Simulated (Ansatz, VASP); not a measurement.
Two plane-wave programs on SnO

INCAR

```
SYSTEM = SnO
  ALGO = Normal
  EDIFF = 1E-6
  ENCUT = 600
  GGA = LIBXC
  GGA_COMPAT = .FALSE.
  ISIF = 2
  ISMEAR = 0
  LASPH = .TRUE.
  LCHARG = .FALSE.
  LIBXC1 = GGA_X_PBE
  LIBXC2 = LDA_C_PW
  LREAL = .FALSE.
  LWAVE = .FALSE.
  NBANDS = 28
  NELM = 120
  PREC = Accurate
  SIGMA = 0.01
```

The input KPOINTS:

```
k-points
0
G
  5 5 4
  0 0 0
```

The input POSCAR:

```
SnO
1.0
    3.8912851079      0.0000000000      0.0000000000
    0.0000000000      3.8912851079      0.0000000000
    0.0000000000      0.0000000000      4.9589145870
Sn O
2 2
Direct
    0.5000000000      0.0000000000      0.2369000000
    0.0000000000      0.5000000000      0.7631000000
    0.0000000000      0.0000000000      0.0000000000
    0.5000000000      0.5000000000      0.0000000000
```

Input for Ansatz:

```yaml
crystal:
  lattice:
    - [3.891285107854543, 0.0, 0.0]
    - [0.0, 3.891285107854543, 0.0]
    - [0.0, 0.0, 4.958914586980011]
  atoms:
    - { symbol: Sn, position: [0.5, 0.0, 0.2369] }
    - { symbol: Sn, position: [0.0, 0.5, 0.7631] }
    - { symbol: O, position: [0.0, 0.0, 0.0] }
    - { symbol: O, position: [0.5, 0.5, 0.0] }
basis:
  ecutwfc: 421.77648681281397
kpoints:
  mp_grid:
    grid: [5, 5, 4]
hamiltonian:
  xc:
    exchange: pbe
    correlation: lda
  pseudopotentials:
    kind: paw
scf:
  occupations:
    method: fixed
output:
  stress: true
```

Alike in both runs: task single point; functional pbe exchange, lda correlation; k mesh 5 × 5 × 4; no spin polarisation.

|  | VASP | Ansatz |
| --- | --- | --- |
| version | VASP 6.6.1 | Ansatz 0.2.0 |
| potentials or method | VASP PAW PBE potentials, release 64 (Sn_d, O), cutoff 600 eV | plane waves, PAW |
| occupations | gaussian, width 0.01 eV | fixed |
| valence electrons in the cell | 40 | 40 |

Ansatz gave:

| Item | Value |
| --- | --- |
| pressure (GPa) | 4.8 |
| traceless stress, the component that is largest in VASP (GPa) | -0.56 |

Q: Which values does VASP return?

A: Pressure (GPa): 4.9; traceless stress, the component that is largest in VASP (GPa): -0.51.

VASP's potentials were made for PBE, not for pbe exchange, lda correlation.
